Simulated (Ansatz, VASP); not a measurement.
One calculation of TiC, two programs

File INCAR:

```
SYSTEM = TiC
PREC = Accurate ; ENCUT = 520
EDIFF = 1E-7 ; ISMEAR = 0
SIGMA = 0.1 ; LREAL = .FALSE.
LASPH = .TRUE. ; NELM = 100
ALGO = Normal ; ISIF = 2
LWAVE = .FALSE. ; LCHARG = .FALSE.
GGA = CA ; NBANDS = 15
```

KPOINTS

```
regular mesh
0
G
  8 8 8
  0 0 0
```

POSCAR

```
TiC
1.0
    0.0000000000      2.1640000000      2.1640000000
    2.1640000000      0.0000000000      2.1640000000
    2.1640000000      2.1640000000      0.0000000000
Ti C
1 1
Direct
    0.0000000000      0.0000000000      0.0000000000
    0.5000000000      0.5000000000      0.5000000000
```

Input for Ansatz:

```yaml
crystal:
  lattice:
    - [0.0, 2.164, 2.164]
    - [2.164, 0.0, 2.164]
    - [2.164, 2.164, 0.0]
  atoms:
    - { symbol: Ti, position: [0.0, 0.0, 0.0] }
    - { symbol: C, position: [0.5, 0.5, 0.5] }
basis:
  ecutwfc: 420
kpoints:
  mp_grid: { grid: [8, 8, 8] }
hamiltonian:
  xc: lda
scf:
  occupations: { method: gaussian, width: 0.1 }
output:
  forces: true
  stress: true
  eigenvalues: true
```

Alike in both runs: task single point; functional LDA; k mesh 8 × 8 × 8; occupations gaussian, width 0.1 eV; no spin polarisation.

```csv
,VASP,Ansatz
version,VASP 6.6.1,Ansatz 0.2.0
potentials or method,"VASP PAW LDA potentials, release 64 (Ti_sv, C), cutoff 520 eV","scalar-relativistic, plane waves, PAW"
valence electrons in the cell,16,16
```

```tsv
	VASP	Ansatz	Ansatz less VASP
gap on the k mesh at the Fermi level (eV)	none	none	-
pressure (GPa)	-11.4	-12.0	-0.68
```

LDA's correlation is that of Perdew and Zunger in VASP and of Perdew and Wang (1992) in Ansatz. A gap of «none» marks a metal or a gap that the smearing closes.
